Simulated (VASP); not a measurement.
# Ti6H in VASP: a series of runs, part 2 of 2

VASP 6.6.1. Earlier steps stand in the parts before.

## 6. Single point, PBE

Input file INCAR:

```
SYSTEM = Ti6H
PREC = Accurate ; ENCUT = 520
EDIFF = 1E-7 ; ISMEAR = 0
SIGMA = 0.1 ; LREAL = .False.
LASPH = .True. ; NELM = 60
ALGO = Normal ; ISIF = 2
LWAVE = .False. ; LCHARG = .True.
LDIPOL = .True. ; IDIPOL = 3
DIPOL = 0.5 0.5 0.336 ; GGA = PE
LELF = .True. ; LVHAR = .True.
LVACPOTAV = .True. ; NBANDS = 46
```

Input file KPOINTS:

```
Automatic mesh
0
Gamma
  9 6 1
  0 0 0
```

Input file POSCAR:

```
Ti6H
1.0
    2.8321726458      0.0000000000      0.0000000000
    0.0000000000      4.5795363026      0.0000000000
    0.0000000000      0.0000000000     23.5510893874
Ti H
6 1
Direct
    0.5000000000      0.0000000000      0.1698435233
    0.0000000000      0.5000000000      0.2259767339
    0.5000000000      0.0000000000      0.2821099444
    0.5000000000      0.5000000000      0.3394934593
    0.0000000000      0.0000000000      0.3940191404
    0.5000000000      0.5000000000      0.4480085492
    0.8750000000      0.8750000000      0.4934416916
```

Potentials or basis: VASP PAW PBE potentials, release 64 (Ti_sv, H).

Started as:

```bash
> cat potpaw_PBE.64/Ti_sv/POTCAR potpaw_PBE.64/H/POTCAR > POTCAR
> mpirun -np 1 vasp_std > vasp.out
```

OUTCAR:

```text
SYSTEM = Ti6H
   PREC = Accurate
   ENCUT = 520
   EDIFF = 1E-7
   ISMEAR = 0
   LREAL = .False.
   LASPH = .True.
   NELM = 60
   ISIF = 2
   GGA = PE

 ion  position               nearest neighbor table
   1  0.500  0.000  0.170-   3 2.64
   2  0.000  0.500  0.226-
   3  0.500  0.000  0.282-   1 2.64   4 2.66   4 2.66
   4  0.500  0.500  0.339-   6 2.56   3 2.66   3 2.66
   5  0.000  0.000  0.394-
   6  0.500  0.500  0.448-   4 2.56
   7  0.875  0.875  0.493-

  LATTYP: Found a simple orthorhombic cell.
 ALAT       =     2.8321726458
 B/A-ratio  =     1.6169693290
 C/A-ratio  =     8.3155556997

  Lattice vectors:

 A1 = (   2.8321726458,   0.0000000000,   0.0000000000)
 A2 = (   0.0000000000,   4.5795363026,   0.0000000000)
 A3 = (   0.0000000000,   0.0000000000,  23.5510893874)

Analysis of symmetry for initial positions (statically):
=====================================================================
 Subroutine PRICEL returns:
 Original cell was already a primitive cell.

 Routine SETGRP: Setting up the symmetry group for a
 simple orthorhombic supercell.

 Subroutine GETGRP returns: Found  1 space group operations
 (whereof  1 operations were pure point group operations)
 out of a pool of  8 trial point group operations.

The static configuration has the point symmetry C_1 .

Analysis of symmetry for dynamics (positions and initial velocities):
=====================================================================
 Subroutine PRICEL returns:
 Original cell was already a primitive cell.

 Routine SETGRP: Setting up the symmetry group for a
 simple orthorhombic supercell.

[... 131 lines left out ...]
   IALGO  =     38    algorithm
   IMIX   =      4    mixing-type and parameters
     AMIX     =   0.40;   BMIX     =  1.00
     AMIX_MAG =   1.60;   BMIX_MAG =  1.00
  volume/ion in A,a.u.               =      43.64       294.48
  Fermi-wavevector in a.u.,A,eV,Ry     =   1.015933  1.919835 14.042842  1.032120
  Thomas-Fermi vector in A             =   2.149247
   LORBIT       =      0    0 simple, 1 ext, 2 COOP (PROOUT), +10 PAW based schemes
   GGA     = PE    functional components
   LHFCALC =     F    Hartree Fock is set to
   AEXX    =    0.0000 exact exchange contribution
   IVDW    =     0    specifies the selected vdW correction
   LEPSILON=     F    determine dielectric tensor
   LRPA    =     F    only Hartree local field effects (RPA)
 non-spin polarized calculation
 Gauss-broadening in eV      SIGMA  =   0.10
  energy-cutoff  :      520.00
  volume of cell :      305.46
 maximum number of plane-waves:      8274
 NGX is ok and might be reduce to    24
   NGX = 11   NGY = 17   NGZ = 87

 dipolmoment           0.000000      0.000000     -0.224660 electrons x Angstroem

 number of electron      73.0000008 magnetization

 dipolmoment           0.000000      0.000000      0.044819 electrons x Angstroem

 Free energy of the ion-electron system (eV)
  ---------------------------------------------------
  ext. energy  EPLUGINS =         0.00000000
  ---------------------------------------------------
  free energy    TOTEN  =       -46.92233544 eV

  energy without entropy =      -46.87191468  energy(sigma->0) =      -46.89712506

 E-fermi :   0.4891     XC(G=0):  -4.9338

 val. band max:        0.4849341262   @ k =   0.2222   0.1667   0.0000
 cond. band min:       0.4903684795   @ k =   0.2222  -0.1667   0.0000
 fundamental gap:      0.0054343534
 Fermi energy:         0.4891349811

 k-point     1 :       0.0000    0.0000    0.0000
  band No.  band energies     occupation
      1     -56.5324      2.00000
      2     -56.4769      2.00000
      3     -56.3682      2.00000
      4     -56.3171      2.00000
      5     -56.1140      2.00000
      6     -55.9902      2.00000
[... 1165 lines left out ...]
     45       1.8595      0.00000
     46       2.0079      0.00000

 [... further k-points ...]
[... 5 lines left out ...]
  --------------------------------------------------------------------------------------
  -------------------------------------------------------------------------------------
  Total       -2.3066472     -7.1260171     -3.4813854      0.1401621     -0.5058528      0.3970234
  in kB      -12.0987229    -37.3770662    -18.2604071      0.7351721     -2.6532766      2.0824494
  external PRESSURE =     -22.5787321 kB  Pullay stress =       0.0000000 kB

 VOLUME and BASIS-vectors are now :
 -----------------------------------------------------------------------------
  energy-cutoff  :      520.00
  volume of cell :      305.46
      direct lattice vectors                 reciprocal lattice vectors
     2.832172646  0.000000000  0.000000000     0.353085820  0.000000000  0.000000000
     0.000000000  4.579536303  0.000000000     0.000000000  0.218362719  0.000000000
     0.000000000  0.000000000 23.551089387     0.000000000  0.000000000  0.042460881

 POSITION                                       TOTAL-FORCE (eV/Angst)
 -----------------------------------------------------------------------------------
      1.41609      0.00000      4.00000         0.001392      0.003665      0.417548
      0.00000      2.28977      5.32200        -0.003125     -0.000747     -0.017625
      1.41609      0.00000      6.64400         0.016909     -0.015131     -0.411841
      1.41609      2.28977      7.99544         0.024713      0.043192      0.111416
      0.00000      0.00000      9.27958        -0.221788     -0.206020      0.546827
      1.41609      2.28977     10.55109        -0.039634      0.825903      0.684438
      2.47815      4.00709     11.62109         0.221533     -0.650862     -1.330765
 -----------------------------------------------------------------------------------
    total drift:                               -0.000003      0.000012      0.002024

  FREE ENERGIE OF THE ION-ELECTRON SYSTEM (eV)
  ---------------------------------------------------
  free  energy   TOTEN  =       -46.9223354356 eV

  energy  without entropy=      -46.8719146799  energy(sigma->0) =      -46.89712506

 vacuum level on the upper side and lower side of the slab         4.537         3.912
```

OSZICAR:

```text
N       E                     dE             d eps       ncg     rms          rms(c)
DAV:   1     0.883971491622E+03    0.88397E+03   -0.39437E+04  3056   0.156E+03
DAV:   2     0.689346645177E+02   -0.81504E+03   -0.80016E+03  2692   0.506E+02
DAV:   3    -0.333691032277E+02   -0.10230E+03   -0.10020E+03  4178   0.159E+02
[... 28 lines left out ...]
DAV:  32    -0.469223314436E+02   -0.56270E-05   -0.72052E-07  2368   0.389E-03    0.999E-04
DAV:  33    -0.469223339302E+02   -0.24866E-05   -0.13601E-07  2082   0.208E-03    0.501E-04
DAV:  34    -0.469223351759E+02   -0.12456E-05   -0.82553E-08  1896   0.132E-03    0.382E-04
DAV:  35    -0.469223353488E+02   -0.17291E-06   -0.24820E-08  1842   0.892E-04    0.215E-04
DAV:  36    -0.469223354356E+02   -0.86786E-07   -0.14131E-08  1782   0.662E-04
   1 F= -.46922335E+02 E0= -.46897125E+02  d E =-.504208E-01
```

stdout:

```text
POSCAR found type information on POSCAR TiH
 POSCAR found :  2 types and       7 ions
 scaLAPACK will be used
 LDA part: xc-table for (Slater+PW92), standard interpolation
 POSCAR, INCAR and KPOINTS ok, starting setup
 FFT: planning ... GRIDC
 FFT: planning ... GRID_SOFT
 FFT: planning ... GRID
 WAVECAR not read
 entering main loop
 -----------------------------------------------------------------------------
|                                                                             |
|           W    W    AA    RRRRR   N    N  II  N    N   GGGG   !!!           |
|           W    W   A  A   R    R  NN   N  II  NN   N  G    G  !!!           |
|           W    W  A    A  R    R  N N  N  II  N N  N  G       !!!           |
|           W WW W  AAAAAA  RRRRR   N  N N  II  N  N N  G  GGG   !            |
|           WW  WW  A    A  R   R   N   NN  II  N   NN  G    G                |
|           W    W  A    A  R    R  N    N  II  N    N   GGGG   !!!           |
|                                                                             |
|     Did not find any points to average over, which means that no vacuum     |
|     field-free region was found. Please increase the size of  your cell     |
|     in the dimension of the dipole correction to obtain accurate            |
|     workfunction values.                                                    |
|                                                                             |
 -----------------------------------------------------------------------------
```

Run time: 27 min. Hardware: 1 thread of Intel Xeon Platinum 8375C at 2.90GHz (Ice Lake), shared host; peak memory 0.56 GiB.

What came out:

- Free energy: -46.9223 eV
- Largest force: 1.498 eV/Å

Forces on the atoms (eV/Å):
```
Ti   0.001  0.004  0.418
Ti  -0.003 -0.001 -0.018
Ti   0.017 -0.015 -0.412
Ti   0.025  0.043  0.111
Ti  -0.222 -0.206  0.547
Ti  -0.040  0.826  0.684
H    0.222 -0.651 -1.331
```

Levels at points of the mesh, in eV from the Fermi level:
```csv
k point,band 34,band 35,band 36,band 37,band 38,band 39,band 40,band 41
"(0.00, 0.00, 0.00)",-0.61,-0.25,-0.13,-0.02,0.08,0.29,0.33,0.77
"(0.00, 0.50, 0.00)",-0.47,-0.26,-0.25,0.07,0.24,0.32,0.36,0.53
```

## 7. Single point, PBE

Input file INCAR:

```
PREC = Accurate ; ENCUT = 520
EDIFF = 1E-7 ; ISMEAR = 0
SIGMA = 0.1 ; LREAL = F
LASPH = T ; NELM = 80
ALGO = Normal ; ISIF = 2
LWAVE = F ; LCHARG = F
LDIPOL = T ; IDIPOL = 3
DIPOL = 0.5 0.5 0.342 ; GGA = PE
NBANDS = 46
```

Input file KPOINTS:

```
regular mesh
0
Gamma
  9 6 1
```

POSCAR: that of step 6 with these lines changed.

```diff
@@ -14,2 +14,2 @@
     0.5000000000      0.5000000000      0.4480085492
-    0.8750000000      0.8750000000      0.4934416916
+    0.8750000000      0.8750000000      0.5359025725
```

Started as:

```bash
> cat potpaw_PBE.64/Ti_sv/POTCAR potpaw_PBE.64/H/POTCAR > POTCAR
> mpirun -np 1 vasp_std > vasp.out
```

Run time: 26 min. Hardware: 1 thread of Intel Xeon Platinum 8375C at 2.90GHz (Ice Lake), shared host; peak memory 0.55 GiB.

It converged, with:

```yaml
Free_energy: -45.4484 eV
Largest_force: 1.445 eV/Å
```

Forces in eV/Å, atoms in the order of the input:
```
Ti   0.002  0.003  0.423
Ti  -0.002  0.017 -0.025
Ti   0.008 -0.030 -0.386
Ti  -0.003  0.035  0.033
Ti  -0.065 -0.070  0.063
Ti  -0.028  0.565  1.236
H    0.088 -0.519 -1.345
```

Levels at points of the mesh, in eV from the Fermi level:
```csv
k point,band 35,band 36,band 37,band 38,band 39,band 40
"(0.00, 0.00, 0.00)",-0.46,-0.15,-0.01,0.08,0.25,0.34
"(0.00, 0.50, 0.00)",-0.26,-0.25,0.04,0.24,0.35,0.40
```
